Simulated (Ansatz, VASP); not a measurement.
**InP in VASP and in Ansatz**

```
CELL_PARAMETERS angstrom
0.00000 2.85500 2.85500
2.85500 0.00000 2.85500
2.85500 2.85500 0.00000
ATOMIC_POSITIONS crystal
In 0.00000 0.00000 0.00000
P 0.50000 0.50000 0.50000
```

Alike in both runs: task single point; functional PBE; k mesh 8 × 8 × 8; occupations gaussian, width 0.05 eV; no spin polarisation.

```csv
,VASP,Ansatz
version,VASP 6.6.1,Ansatz 0.2.0
potentials or method,"VASP PAW PBE potentials, release 64 (In_d, P), cutoff 500 eV","scalar-relativistic, plane waves, PAW"
valence electrons in the cell,18,18
```

|  | VASP | Ansatz | Ansatz less VASP |
| --- | --- | --- | --- |
| gap on the k mesh at the Fermi level (eV) | none | none | - |
| pressure (GPa) | -5.4 | -5.4 | +0.01 |

A gap of «none» marks a metal or a gap that the smearing closes.
